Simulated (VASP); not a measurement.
# BaTiO3 (P1) in VASP: notebook

BaTiO3 is run at these levels: PBE; tasks: single point.

Everything below comes from runs of VASP 6.6.1. Logs are shortened: lines on timing, memory, paths and dates and some standing lists are left out, and cuts for length are marked.

## 1. The cell of the first run

The typed cell holds 5 atoms: a = 3.974 Å, b = 4.210 Å, c = 3.994 Å, α = 90.27°, β = 91.09°, γ = 88.62°.

## 2. Single point, PBE

Input file INCAR:

```
SYSTEM = BaTiO3
PREC = Accurate
ENCUT = 520
EDIFF = 1E-6
ISMEAR = 0
SIGMA = 0.01
LREAL = .False.
LASPH = .True.
NELM = 80
ALGO = Normal
ISIF = 2
LWAVE = .False.
LCHARG = .True.
GGA = PE
LELF = .True.
LVHAR = .True.
NBANDS = 28
```

Input file KPOINTS:

```
regular mesh
0
Gamma
  4 4 4
  0 0 0
```

Input file POSCAR:

```
BaTiO3
1.0
    3.9738700000      0.0491400000     -0.0376400000
    0.0491400000      4.2095200000     -0.0094600000
   -0.0378100000     -0.0095100000      3.9934200000
Ba Ti O
1 1 3
Direct
    0.0135340528      0.9970013417      0.0282073095
    0.5262100000      0.5032200000      0.4668900000
    0.4648300000      0.5315200000      0.0142500000
    0.4559600000      0.9838900000      0.4934600000
    0.0050800000      0.4811500000      0.5275000000
```

Potentials or basis: VASP PAW PBE potentials, release 64 (Ba_sv, Ti_sv, O).

Started as:

```console
> cat potpaw_PBE.64/Ba_sv/POTCAR potpaw_PBE.64/Ti_sv/POTCAR potpaw_PBE.64/O/POTCAR > POTCAR
> mpirun -np 1 vasp_std > vasp.out
```

OUTCAR:

```text
SYSTEM = BaTiO3
   PREC = Accurate
   ENCUT = 520
   EDIFF = 1E-6
   ISMEAR = 0
   LREAL = .False.
   LASPH = .True.
   NELM = 80
   ISIF = 2
   GGA = PE

 ion  position               nearest neighbor table
   1  0.014  0.997  0.028-   4 2.53   3 2.63   4 2.79   5 2.84   5 2.86   3 2.91   4 2.92   5 2.95
                             5 2.96   3 2.97   4 3.05   3 3.10   2 3.35   2 3.36   2 3.39   2 3.44
   2  0.526  0.503  0.467-   3 1.82   5 1.91   4 2.04   5 2.09   3 2.21   4 2.21   1 3.35   1 3.36
                             1 3.39   1 3.44   1 3.61   1 3.62   1 3.66   1 3.76
   3  0.465  0.532  0.014-   2 1.82   2 2.21   1 2.63   1 2.91   1 2.97   1 3.10
   4  0.456  0.984  0.493-   2 2.04   2 2.21   1 2.53   1 2.79   1 2.92   1 3.05
   5  0.005  0.481  0.528-   2 1.91   2 2.09   1 2.84   1 2.86   1 2.95   1 2.96

  LATTYP: Found a triclinic cell.
 ALAT       =     5.8585845446
 B/A-ratio  =     0.6783809346
 C/A-ratio  =     0.9881171608
 COS(alpha) =     0.0044097203
 COS(beta)  =     0.5231982337
 COS(gamma) =     0.6956669043

  Lattice vectors:

 A1 = (  -4.0230100000,  -4.2586600000,   0.0471000000)
 A2 = (  -3.9738700000,  -0.0491400000,   0.0376400000)
 A3 = (  -0.0113300000,  -4.2000100000,  -3.9839600000)

Analysis of symmetry for initial positions (statically):
=====================================================================
 Subroutine PRICEL returns:
 Original cell was already a primitive cell.

 Routine SETGRP: Setting up the symmetry group for a
 triclinic supercell.

 Subroutine GETGRP returns: Found  1 space group operations
 (whereof  1 operations were pure point group operations)
 out of a pool of  2 trial point group operations.

The static configuration has the point symmetry C_1 .

Analysis of symmetry for dynamics (positions and initial velocities):
=====================================================================
 Subroutine PRICEL returns:
 Original cell was already a primitive cell.

 Routine SETGRP: Setting up the symmetry group for a
 triclinic supercell.

 Subroutine GETGRP returns: Found  1 space group operations
 (whereof  1 operations were pure point group operations)
 out of a pool of  2 trial point group operations.

The dynamic configuration has the point symmetry C_1 .

 Subroutine INISYM returns: Found  1 space group operations
 (whereof  1 operations are pure point group operations),
 and found     1 'primitive' translations

----------------------------------------------------------------------------------------

[... 96 lines left out ...]
   ENCUT  =  520.0 eV  38.22 Ry    6.18 a.u.   7.39  7.83  7.43*2*pi/ulx,y,z
   NELM   =     80;   NELMIN=  2; NELMDL= -5     # of ELM steps
   EDIFF  = 0.1E-05   stopping-criterion for ELM
   LREAL  =      F    real-space projection
   EDIFFG = 0.1E-04   stopping-criterion for IOM
   NSW    =      0    number of steps for IOM
   IBRION =     -1    ionic relax: 0-MD 1-quasi-New 2-CG
   NFREE  =      0    steps in history (QN), initial steepest desc. (CG)
   ISIF   =      2    stress and relaxation
   ISYM   =      2    0-nonsym 1-usesym 2-fastsym
   POTIM  = 0.5000    time-step for ionic-motion
   TEBEG  =    0.0;   TEEND  =   0.0 temperature during run
   PSTRESS=    0.0 pullay stress
   NELECT =      40.0000    total number of electrons
   NUPDOWN=      -1.0000    fix difference up-down
   EMIN   =  10.00;   EMAX   =-10.00  energy-range for DOS
   EFERMI =   0.00;   METHOD = LEGACY
   ISMEAR =     0;   SIGMA  =   0.01  broadening in eV -4-tet -1-fermi 0-gaus
   EFERMI_NEDOS =   21; number of points for ismear=-14 and -15
   IALGO  =     38    algorithm
   IMIX   =      4    mixing-type and parameters
     AMIX     =   0.40;   BMIX     =  1.00
     AMIX_MAG =   1.60;   BMIX_MAG =  1.00
  volume/ion in A,a.u.               =      13.36        90.14
  Fermi-wavevector in a.u.,A,eV,Ry     =   1.379957  2.607741 25.909334  1.904282
  Thomas-Fermi vector in A             =   2.504879
   LORBIT       =      0    0 simple, 1 ext, 2 COOP (PROOUT), +10 PAW based schemes
   GGA     = PE    functional components
   LHFCALC =     F    Hartree Fock is set to
   AEXX    =    0.0000 exact exchange contribution
   IVDW    =     0    specifies the selected vdW correction
   LEPSILON=     F    determine dielectric tensor
   LRPA    =     F    only Hartree local field effects (RPA)
 non-spin polarized calculation
 Gauss-broadening in eV      SIGMA  =   0.01
  energy-cutoff  :      520.00
  volume of cell :       66.79
 maximum number of plane-waves:      1818
 NGX is ok and might be reduce to    30
   NGX = 15   NGY = 15   NGZ = 15

 number of electron      40.0000003 magnetization

 Free energy of the ion-electron system (eV)
  ---------------------------------------------------
  ext. energy  EPLUGINS =         0.00000000
  ---------------------------------------------------
  free energy    TOTEN  =       -39.49772987 eV

  energy without entropy =      -39.49772987  energy(sigma->0) =      -39.49772987

 E-fermi :   3.5933     XC(G=0): -11.0221

 val. band max:        3.5411758050   @ k =   0.5000   0.5000   0.5000
 cond. band min:       5.6519190905   @ k =   0.0000   0.0000   0.0000
 fundamental gap:      2.1107432855
 Fermi energy:         3.5932979594

 k-point     1 :       0.0000    0.0000    0.0000
  band No.  band energies     occupation
      1     -53.0439      2.00000
      2     -29.3263      2.00000
      3     -29.2599      2.00000
      4     -29.2451      2.00000
      5     -21.3648      2.00000
      6     -13.4001      2.00000
[... 733 lines left out ...]
     27      10.8954      0.00000
     28      11.3561      0.00000

 [... further k-points ...]
[... 5 lines left out ...]
  --------------------------------------------------------------------------------------
  -------------------------------------------------------------------------------------
  Total        1.2223474     -1.7493216      2.5952526     -0.9994558      0.5261849      0.7476022
  in kB       29.3236310    -41.9655349     62.2590865    -23.9765507     12.6229679     17.9346825
  external PRESSURE =      16.5390609 kB  Pullay stress =       0.0000000 kB

 VOLUME and BASIS-vectors are now :
 -----------------------------------------------------------------------------
  energy-cutoff  :      520.00
  volume of cell :       66.79
      direct lattice vectors                 reciprocal lattice vectors
     3.973870000  0.049140000 -0.037640000     0.251702638 -0.002932921  0.002376155
     0.049140000  4.209520000 -0.009460000    -0.002932917  0.237592223  0.000538037
    -0.037810000 -0.009510000  3.993420000     0.002365477  0.000535187  0.250435599

 POSITION                                       TOTAL-FORCE (eV/Angst)
 -----------------------------------------------------------------------------------
      0.10171      4.19729      0.10270        -0.517406      0.172624     -1.102169
      2.09817      2.13973      1.83992        -0.477033      0.632143      0.946262
      1.87275      2.26015      0.03438         1.066511     -0.969250      0.212513
      1.84162      4.15942      1.94412         1.413405      0.087064      0.434888
      0.02389      2.02064      2.10179        -1.485477      0.077419     -0.491495
 -----------------------------------------------------------------------------------
    total drift:                                0.000492      0.000106     -0.001048

  FREE ENERGIE OF THE ION-ELECTRON SYSTEM (eV)
  ---------------------------------------------------
  free  energy   TOTEN  =       -39.4977298748 eV

  energy  without entropy=      -39.4977298748  energy(sigma->0) =      -39.49772987
```

It took 92 s on 1 thread of Intel Xeon 8259CL, shared host; peak memory 0.22 GiB.

Results:

```yaml
Free_energy: -39.4977 eV
Pressure: 1.7 GPa
Largest_force: 1.567 eV/Å
Band_gap_on_the_k_mesh: 2.11 eV (least direct gap 2.44 eV)
```

Forces in eV/Å, atoms in the order of the input:
```
Ba  -0.517  0.173 -1.102
Ti  -0.477  0.632  0.946
O    1.067 -0.969  0.213
O    1.413  0.087  0.435
O   -1.485  0.077 -0.491
```

Levels at points of the mesh, in eV from the valence-band top:
| k point | band 17 | band 18 | band 19 | band 20 | band 21 | band 22 | band 23 | band 24 |
| --- | --- | --- | --- | --- | --- | --- | --- | --- |
| (0.00, 0.00, 0.00) | -1.15 | -0.86 | -0.44 | -0.33 | 2.11 | 2.28 | 2.95 | 3.81 |
| (0.50, 0.00, 0.00) | -1.80 | -1.75 | -0.82 | -0.72 | 2.30 | 3.56 | 3.74 | 3.95 |
| (0.00, 0.50, 0.00) | -1.57 | -1.23 | -1.17 | -0.77 | 2.88 | 3.00 | 3.33 | 4.50 |
| (0.50, 0.50, 0.00) | -1.41 | -1.37 | -1.29 | -0.14 | 3.20 | 3.66 | 3.76 | 4.74 |
| (0.00, 0.00, 0.50) | -1.82 | -1.45 | -1.06 | -0.77 | 2.42 | 3.39 | 3.70 | 3.96 |
| (0.50, 0.00, 0.50) | -1.44 | -0.68 | -0.48 | -0.12 | 3.55 | 3.65 | 3.87 | 4.29 |
| (0.00, 0.50, 0.50) | -1.56 | -1.12 | -1.08 | -0.26 | 3.05 | 3.70 | 3.77 | 4.66 |
| (0.50, 0.50, 0.50) | -2.16 | -0.19 | -0.06 | 0.00 | 3.67 | 3.87 | 4.01 | 5.77 |

Caveat: spin-orbit coupling is left out, which moves the levels of the heavy elements; forces of over 1 eV/Å act on the atoms, so gaps and moduli don't describe the material at rest.

## 3. Single point, PBE

Input file INCAR:

```
PREC = Accurate ; ENCUT = 520
EDIFF = 1E-6 ; ISMEAR = 0
SIGMA = 0.01 ; LREAL = False
LASPH = True ; NELM = 80
ALGO = Normal ; ISIF = 2
LWAVE = False ; LCHARG = True
GGA = PE ; LELF = True
LVHAR = True ; NBANDS = 28
```

Input file KPOINTS:

```
Automatic mesh
0
Gamma
  4 4 4
```

POSCAR, as its differences from that of step 2:

```diff
@@ -8,3 +8,3 @@
 Direct
-    0.0135340528      0.9970013417      0.0282073095
+    0.0034659472      0.9971186583      0.0281126905
     0.5262100000      0.5032200000      0.4668900000
```

Potentials or basis: VASP PAW PBE potentials, release 64 (Ba_sv, Ti_sv, O).

Started as:

```console
> cat potpaw_PBE.64/Ba_sv/POTCAR potpaw_PBE.64/Ti_sv/POTCAR potpaw_PBE.64/O/POTCAR > POTCAR
> mpirun -np 1 vasp_std > vasp.out
```

Run time: 94 s. Hardware: 1 thread of Intel Xeon 8259CL, shared host; peak memory 0.22 GiB.

It converged, with:

| Item | Value |
| --- | --- |
| Free energy | -39.5127 eV |
| Pressure | 1.3 GPa |
| Largest force | 1.600 eV/Å |
| Band gap on the k mesh | 2.11 eV (least direct gap 2.44 eV) |

Forces on the atoms (eV/Å):
```
Ba  -0.232  0.125 -1.050
Ti  -0.613  0.640  0.939
O    1.028 -0.935  0.207
O    1.340  0.096  0.392
O   -1.522  0.074 -0.489
```

Stress tensor (GPa, compression positive):
```
 2.43 -2.18  1.35
-2.18 -4.41  1.28
 1.35  1.28  5.89
```

Levels at points of the mesh, in eV from the valence-band top:
```
           k point  band 17  band 18  band 19  band 20  band 21  band 22  band 23  band 24
(0.00, 0.00, 0.00)    -1.15    -0.83    -0.44    -0.34     2.11     2.26     2.94     3.81
(0.50, 0.00, 0.00)    -1.80    -1.72    -0.82    -0.74     2.30     3.55     3.73     3.94
(0.00, 0.50, 0.00)    -1.58    -1.25    -1.16    -0.77     2.88     3.00     3.33     4.49
(0.50, 0.50, 0.00)    -1.41    -1.37    -1.28    -0.15     3.20     3.67     3.75     4.73
(0.00, 0.00, 0.50)    -1.83    -1.48    -1.07    -0.77     2.41     3.39     3.70     3.96
(0.50, 0.00, 0.50)    -1.44    -0.68    -0.48    -0.14     3.55     3.64     3.87     4.28
(0.00, 0.50, 0.50)    -1.58    -1.13    -1.10    -0.24     3.05     3.70     3.76     4.67
(0.50, 0.50, 0.50)    -2.17    -0.18    -0.05     0.00     3.66     3.86     4.01     5.74
```

Caveat: spin-orbit coupling is left out, which moves the levels of the heavy elements; forces of over 1 eV/Å act on the atoms, so gaps and moduli don't describe the material at rest. A k mesh can miss the band edges.

(Continued in part 2 of 2.)
